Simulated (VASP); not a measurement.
## Co8Si14Ge (a cell with a defect): single point with PBE

Co8Si14Ge (a cell with a defect):

```
Co Si Ge
1.0
     0.00000    5.35600    5.35600
     5.35600    0.00000    5.35600
     5.35600    5.35600    0.00000
Co Si Ge
8 14 1
Direct
  0.98111 0.01276 0.01314
  0.99904 0.99689 0.50485
  0.99885 0.50559 0.99640
  0.02859 0.48317 0.48351
  0.49331 0.01323 0.01361
  0.50128 0.95780 0.53983
  0.50247 0.54208 0.95422
  0.50303 0.48566 0.48602
  0.11469 0.13507 0.13464
  0.11691 0.11879 0.63990
  0.37593 0.38077 0.86146
  0.11610 0.63982 0.11920
  0.37642 0.86129 0.38101
  0.12392 0.62524 0.62486
  0.34877 0.90041 0.90256
  0.88225 0.36662 0.36609
  0.62288 0.12096 0.63495
  0.88123 0.38035 0.86237
  0.62315 0.63475 0.12139
  0.88087 0.86209 0.38062
  0.65393 0.59512 0.59761
  0.87513 0.87385 0.87294
  0.44355 0.29274 0.29702
```

```
Program                : VASP 6.6.1
Task                   : single point
Functional             : PBE
Potentials or basis    : VASP PAW PBE potentials, release 64 (Co, Si, Ge_d)
Cutoff                 : 520 eV
k mesh                 : 2 × 2 × 2
Occupations            : fermi-dirac, width 0.02 eV
Spin                   : collinear spin, zero start
Starting moments       : [0.0, 0.0, 0.0, 0.0, 0.0, 0.0, 0.0, 0.0, 0.0, 0.0, 0.0, 0.0, 0.0, 0.0, 0.0, 0.0, 0.0, 0.0, 0.0, 0.0, 0.0, 0.0, 0.0] μB
Dipole correction      : no
Further INCAR settings : LREAL = Auto; ALGO = Normal; EDIFF = 1e-07; NBANDS = 92
```

* Pressure: 0.6 GPa
* Largest force: 0.809 eV/Å
* Band gap on the k mesh: zero (filled and empty bands overlap)
* Net moment: 0.00 μB per cell
* Valence electrons inside the program's atomic spheres: Co 8.72, 8.89, 8.90, 8.75, 8.70, 8.69, 8.68, 8.76; Si 1.60, 1.61 (each value once); Ge 12.28

Forces on the atoms (eV/Å):
```
Co   0.110 -0.085 -0.064
Co  -0.072  0.068 -0.131
Co  -0.084 -0.113  0.063
Co   0.006 -0.067 -0.045
Co   0.083  0.029  0.051
Co  -0.170  0.292 -0.330
Co   0.007  0.066 -0.190
Co  -0.094 -0.011  0.007
Si  -0.111  0.017  0.009
Si  -0.262  0.039 -0.058
Si   0.176 -0.072  0.042
Si  -0.310 -0.011  0.070
Si   0.154  0.027 -0.099
Si  -0.212  0.011  0.010
Si  -0.429 -0.049  0.085
Si  -0.015  0.025  0.005
Si  -0.176  0.191 -0.088
Si   0.116 -0.100  0.116
Si  -0.210 -0.111  0.170
Si   0.111  0.119 -0.098
Si   0.387 -0.071  0.109
Si   0.310  0.017 -0.011
Ge   0.684 -0.211  0.378
```

Stress tensor (GPa, compression positive):
```
 1.18 -0.06 -0.01
-0.06  0.35 -5.02
-0.01 -5.02  0.32
```

Levels at points of the mesh, in eV from the Fermi level:
Spin up:
```
           k point  band 69  band 70  band 71  band 72  band 73  band 74
(0.00, 0.00, 0.00)    -0.01     0.12     0.23     0.49     0.76     1.07
(0.50, 0.00, 0.00)    -0.51    -0.33    -0.21     0.02     0.26     1.26
(0.00, 0.50, 0.00)    -0.59    -0.53    -0.37    -0.16     0.01     1.16
(0.00, 0.00, 0.50)    -0.59    -0.53    -0.36    -0.16     0.00     1.16
(0.50, 0.50, 0.50)    -0.50    -0.34    -0.16     0.03     0.18     1.28
(0.50, 0.50, 0.00)    -0.20    -0.05    -0.03     0.18     0.21     0.52
(0.00, 0.50, 0.50)    -0.15    -0.12     0.00     0.26     0.38     0.43
(0.50, 0.00, 0.50)    -0.21    -0.05    -0.03     0.18     0.20     0.52
```
Spin down:
```
           k point  band 67  band 68  band 69  band 70  band 71  band 72  band 73  band 74  band 75  band 76
(0.00, 0.00, 0.00)    -0.32    -0.24    -0.01     0.12     0.23     0.49     0.76     1.07     1.29     1.57
(0.50, 0.00, 0.00)    -0.64    -0.56    -0.51    -0.33    -0.21     0.02     0.26     1.26     1.38     1.44
(0.00, 0.50, 0.00)    -0.68    -0.61    -0.59    -0.53    -0.37    -0.16     0.01     1.16     1.43     1.51
(0.00, 0.00, 0.50)    -0.68    -0.60    -0.59    -0.53    -0.36    -0.16     0.00     1.16     1.44     1.51
(0.50, 0.50, 0.50)    -0.65    -0.55    -0.50    -0.34    -0.16     0.03     0.18     1.28     1.38     1.39
(0.50, 0.50, 0.00)    -0.55    -0.29    -0.20    -0.05    -0.03     0.18     0.21     0.52     0.61     0.91
(0.00, 0.50, 0.50)    -0.50    -0.21    -0.15    -0.12     0.00     0.26     0.38     0.43     0.61     1.11
(0.50, 0.00, 0.50)    -0.54    -0.29    -0.21    -0.05    -0.03     0.18     0.20     0.52     0.61     0.90
```

It took 16 min on 1 thread of Intel(R) Xeon(R) 6975P-C (Granite Rapids) (shared host), peak memory 0.73 GiB.

Caveat: the k points lie up to 0.51 Å⁻¹ apart; no moment was typed at the start, so none could form.
